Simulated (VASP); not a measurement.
# Au (Im-3m) in VASP: a series of runs

The runs below take Au through relaxation of cell and atoms, single point, with revPBE+D4, BLYP+D3(BJ), BLYP+D4, PBE.

All numbers are computed with VASP 6.6.1; they aren't measurements. Logs are shortened: lines on timing, memory, paths and dates and some standing lists are left out, and cuts for length are marked.

## (1) The cell of the first run

Symmetry: Im-3m, No. 229, cubic system. Conventional cell: a = 3.315 Å, b = 3.315 Å, c = 3.315 Å, α = 90.00°, β = 90.00°, γ = 90.00°. Au (site symmetry m-3m) has 14 Au at 2.87 to 3.31 Å within 3.8 Å.

## (2) Relaxation of cell and atoms, revPBE+D4

INCAR reads:

```
ALGO = Normal
EDIFF = 1E-7
EDIFFG = -0.01
ENCUT = 600
GGA = RE
IBRION = 2
ISIF = 3
ISMEAR = -1
IVDW = 13
LASPH = True
LCHARG = False
LREAL = False
LWAVE = False
NELM = 60
NSW = 60
PREC = Accurate
SIGMA = 0.05
```

KPOINTS reads:

```
k-points
0
Gamma
  11 11 11
```

POSCAR reads:

```
Au
1.0
   -1.6572690000      1.6572690000      1.6572690000
    1.6572690000     -1.6572690000      1.6572690000
    1.6572690000      1.6572690000     -1.6572690000
Au
1
Direct
    0.0000000000      0.0000000000      0.0000000000
```

Potentials or basis: VASP PAW PBE potentials, release 64 (Au).

Started as:

```
> cat potpaw_PBE.64/Au/POTCAR > POTCAR
> mpirun -np 1 vasp_std > vasp.out
```

OUTCAR:

```text
EDIFF = 1E-7
   EDIFFG = -0.01
   ENCUT = 600
   GGA = RE
   IBRION = 2
   ISIF = 3
   ISMEAR = -1
   IVDW = 13
   LASPH = True
   LREAL = False
   NELM = 60
   NSW = 60
   PREC = Accurate

 ion  position               nearest neighbor table
   1  0.000  0.000  0.000-

  LATTYP: Found a body centered cubic cell.
 ALAT       =     3.3145380000

  Lattice vectors:

 A1 = (  -1.6572690000,   1.6572690000,   1.6572690000)
 A2 = (   1.6572690000,  -1.6572690000,   1.6572690000)
 A3 = (   1.6572690000,   1.6572690000,  -1.6572690000)

Analysis of symmetry for initial positions (statically):
=====================================================================
 Subroutine PRICEL returns:
 Original cell was already a primitive cell.

 Routine SETGRP: Setting up the symmetry group for a
 body centered cubic supercell.

 Subroutine GETGRP returns: Found 48 space group operations
 (whereof 48 operations were pure point group operations)
 out of a pool of 48 trial point group operations.

The static configuration has the point symmetry O_h .

Analysis of symmetry for dynamics (positions and initial velocities):
=====================================================================
 Subroutine PRICEL returns:
 Original cell was already a primitive cell.

 Routine SETGRP: Setting up the symmetry group for a
 body centered cubic supercell.

 Subroutine GETGRP returns: Found 48 space group operations
 (whereof 48 operations were pure point group operations)
 out of a pool of 48 trial point group operations.

The dynamic configuration has the point symmetry O_h .

 Subroutine INISYM returns: Found 48 space group operations
 (whereof 48 operations are pure point group operations),
 and found     1 'primitive' translations

----------------------------------------------------------------------------------------

                                     Primitive cell

  volume of cell :      18.2070

  direct lattice vectors                    reciprocal lattice vectors
    -1.657269000  1.657269000  1.657269000     0.000000000  0.301701172  0.301701172
     1.657269000 -1.657269000  1.657269000     0.301701172  0.000000000  0.301701172
     1.657269000  1.657269000 -1.657269000     0.301701172  0.301701172  0.000000000

  length of vectors
     2.870474110  2.870474110  2.870474110     0.426669890  0.426669890  0.426669890

  position of ions in fractional coordinates (direct lattice)
     0.000000000  0.000000000  0.000000000

  ion indices of the primitive-cell ions
   primitive index   ion index
                 1           1

----------------------------------------------------------------------------------------

 KPOINTS: k-points

Automatic generation of k-mesh.
 Grid dimensions read from file:
 generate k-points for:   11   11   11

 Generating k-lattice:

  Cartesian coordinates                     Fractional coordinates (reciprocal lattice)
     0.000000000  0.027427379  0.027427379     0.090909091  0.000000000  0.000000000
     0.027427379  0.000000000  0.027427379     0.000000000  0.090909091  0.000000000
     0.027427379  0.027427379  0.000000000     0.000000000  0.000000000  0.090909091

  Length of vectors
     0.038788172  0.038788172  0.038788172

  Shift w.r.t. Gamma in fractional coordinates (k-lattice)
     0.000000000  0.000000000  0.000000000

 Subroutine IBZKPT returns following result:
 ===========================================

 Found     56 irreducible k-points:

 Following reciprocal coordinates:
            Coordinates               Weight
  0.000000  0.000000  0.000000      1.000000
  0.090909  0.000000  0.000000     12.000000
  0.181818  0.000000  0.000000     12.000000
  0.272727  0.000000  0.000000     12.000000
  0.363636  0.000000  0.000000     12.000000
  0.454545  0.000000  0.000000     12.000000
[... 16 lines left out ...]
  0.272727  0.181818  0.090909     48.000000
  0.363636  0.181818  0.090909     24.000000
 [... further k-points ...]
   k-points           NKPTS =     56   k-points in BZ     NKDIM =     56   number of bands    NBANDS=      9
   number of dos      NEDOS =    301   number of ions     NIONS =      1
   total plane-waves  NPLWV =  13824
   dimension x,y,z NGX =    24 NGY =   24 NGZ =   24
   dimension x,y,z NGXF=    48 NGYF=   48 NGZF=   48
   ions per type =               1
   NGX,Y,Z   is equivalent  to a cutoff of  13.90, 13.90, 13.90 a.u.
   NGXF,Y,Z  is equivalent  to a cutoff of  27.80, 27.80, 27.80 a.u.
 SYSTEM =  unknown system
   PREC   = accura    normal or accurate (medium, high low for compatibility)
   ISTART =      0    job   : 0-new  1-cont  2-samecut
   ICHARG =      2    charge: 1-file 2-atom 10-const
   ISPIN  =      1    spin polarized calculation?
   LNONCOLLINEAR =      F non collinear calculations
   LSORBIT =      F    spin-orbit coupling
   LASPH  =      T    aspherical Exc in radial PAW
   ENCUT  =  600.0 eV  44.10 Ry    6.64 a.u.   5.73  5.73  5.73*2*pi/ulx,y,z
   NELM   =     60;   NELMIN=  2; NELMDL= -5     # of ELM steps
   EDIFF  = 0.1E-06   stopping-criterion for ELM
   LREAL  =      F    real-space projection
   EDIFFG = -.1E-01   stopping-criterion for IOM
   NSW    =     60    number of steps for IOM
   IBRION =      2    ionic relax: 0-MD 1-quasi-New 2-CG
   NFREE  =      1    steps in history (QN), initial steepest desc. (CG)
   ISIF   =      3    stress and relaxation
   ISYM   =      2    0-nonsym 1-usesym 2-fastsym
   POTIM  = 0.5000    time-step for ionic-motion
   TEBEG  =    0.0;   TEEND  =   0.0 temperature during run
   PSTRESS=    0.0 pullay stress
   NELECT =      11.0000    total number of electrons
   NUPDOWN=      -1.0000    fix difference up-down
   EMIN   =  10.00;   EMAX   =-10.00  energy-range for DOS
   EFERMI =   0.00;   METHOD = LEGACY
   ISMEAR =    -1;   SIGMA  =   0.05  broadening in eV -4-tet -1-fermi 0-gaus
   EFERMI_NEDOS =   21; number of points for ismear=-14 and -15
   IALGO  =     38    algorithm
   IMIX   =      4    mixing-type and parameters
     AMIX     =   0.40;   BMIX     =  1.00
     AMIX_MAG =   1.60;   BMIX_MAG =  1.00
  volume/ion in A,a.u.               =      18.21       122.87
  Fermi-wavevector in a.u.,A,eV,Ry     =   1.383968  2.615320 26.060157  1.915367
  Thomas-Fermi vector in A             =   2.508516
   LORBIT       =      0    0 simple, 1 ext, 2 COOP (PROOUT), +10 PAW based schemes
   GGA     = RE    functional components
   LHFCALC =     F    Hartree Fock is set to
   AEXX    =    0.0000 exact exchange contribution
   IVDW    =    13    specifies the selected vdW correction
   LEPSILON=     F    determine dielectric tensor
   LRPA    =     F    only Hartree local field effects (RPA)
 conjugate gradient relaxation of ions
 non-spin polarized calculation
  energy-cutoff  :      600.00
  volume of cell :       18.21
 maximum number of plane-waves:       621
   NGX = 11   NGY = 11   NGZ = 11

--------------------------------------- Ionic step        1  -------------------------------------------

 number of electron      10.9999998 magnetization

 Free energy of the ion-electron system (eV)
  ---------------------------------------------------
  ext. energy  EPLUGINS =         0.00000000
  ---------------------------------------------------
  free energy    TOTEN  =        -2.71376850 eV

  energy without entropy =       -2.70794631  energy(sigma->0) =       -2.71085741

------------------------ aborting loop because EDIFF is reached ----------------------------------------

  DFT-D4 for vdW energy calculation

  Edisp (eV):   -1.04863

  FORCE on cell =-STRESS in cart. coord.  units (eV):
  Direction    XX          YY          ZZ          XY          YZ          ZX
  --------------------------------------------------------------------------------------
  -------------------------------------------------------------------------------------
  Total      -0.79925    -0.79925    -0.79925    -0.00000    -0.00000     0.00000
  in kB     -70.33193   -70.33193   -70.33193    -0.00000    -0.00000     0.00000
  external pressure =      -70.33 kB  Pullay stress =        0.00 kB
[... 20 lines left out ...]
  energy  without entropy=       -3.7565790682  energy(sigma->0) =       -3.75949016

--------------------------------------- Ionic step        2  -------------------------------------------

 number of electron      10.9999998 magnetization

 E-fermi :  10.3040     XC(G=0): -12.9753

 val. band max:       10.1984465098   @ k =  -0.4545   0.4545   0.0909
 cond. band min:      10.3066863973   @ k =  -0.3636   0.3636   0.2727
 fundamental gap:      0.1082398875
 Fermi energy:        10.3040079736

 k-point     1 :       0.0000    0.0000    0.0000
  band No.  band energies     occupation
      1       0.0554      2.00000
      2       5.2687      2.00000
      3       5.2687      2.00000
      4       5.2687      2.00000
      5       7.3617      2.00000
      6       7.3617      2.00000
      7      26.9414      0.00000
      8      26.9414      0.00000
      9      26.9414      0.00000
[... 351 lines left out ...]
  energy  without entropy=       -3.7782967043  energy(sigma->0) =       -3.78125154

--------------------------------------- Ionic step        4  -------------------------------------------

 number of electron      11.0000002 magnetization

 Free energy of the ion-electron system (eV)
  ---------------------------------------------------
  ext. energy  EPLUGINS =         0.00000000
  ---------------------------------------------------
  free energy    TOTEN  =        -2.68134341 eV

  energy without entropy =       -2.67544440  energy(sigma->0) =       -2.67839390

 E-fermi :   9.2172     XC(G=0): -12.5772

 val. band max:        9.2115953308   @ k =  -0.4545   0.4545   0.0909
 cond. band min:       9.2189659765   @ k =  -0.3636   0.3636   0.2727
 fundamental gap:      0.0073706457
 Fermi energy:         9.2172286498

 k-point     1 :       0.0000    0.0000    0.0000
  band No.  band energies     occupation
      1      -0.3476      2.00000
      2       4.5398      2.00000
      3       4.5398      2.00000
      4       4.5398      2.00000
      5       6.4254      2.00000
      6       6.4254      2.00000
      7      25.8484      0.00000
      8      25.8484      0.00000
      9      25.8484      0.00000
[... 308 lines left out ...]
  FREE ENERGIE OF THE ION-ELECTRON SYSTEM (eV)
  ---------------------------------------------------
  free  energy   TOTEN  =        -3.7842099252 eV

  energy  without entropy=       -3.7783109118  energy(sigma->0) =       -3.78126042

 reached required accuracy - stopping structural energy minimisation
```

Run time: 21 s. Hardware: 1 thread of Intel Xeon 6975P-C, shared host; peak memory 0.16 GiB.

What came out:

- Free energy: -3.7842 eV
- Relaxed volume: 17.27 Å³/atom
- Relaxed cell: a = 2.820 Å, b = 2.820 Å, c = 2.820 Å, α = 109.47°, β = 109.47°, γ = 109.47°
- Space group after relaxing (to 0.05 Å): Im-3m (No. 229)
- Energy gained by relaxing: 21.8 meV/atom
- Ionic steps: 4
- Pressure after relaxing: 0.1 GPa
- Dispersion energy per atom: -1.103 eV

The path:
```csv
step,energy change (eV),largest force (eV/Å),pressure (GPa),volume (Å³)
1,0.0000,0.0000,-7.03,18.21
2,0.0172,0.0000,12.37,16.18
3,-0.0218,0.0000,-0.11,17.28
4,-0.0218,0.0000,0.05,17.27
```

Final structure:
```
Au
1.0
    -1.62822    1.62822    1.62822
     1.62822   -1.62822    1.62822
     1.62822    1.62822   -1.62822
Au
1
Direct
  0.00000 0.00000 0.00000
```

Levels at points of the mesh, in eV from the Fermi level:
```tsv
k point	band 2	band 3	band 4	band 5	band 6	band 7	band 8	band 9
(0.00, 0.00, 0.00)	-4.68	-4.68	-4.68	-2.79	-2.79	16.63	16.63	16.63
```

Caveat: the PAW data sets were made with another functional, which shifts forces and pressure a little; spin-orbit coupling is left out, which moves the levels of the heavy elements; pairwise dispersion overbinds metals, which lowers pressure and volume.

(Part 1 of 2 ends here.)
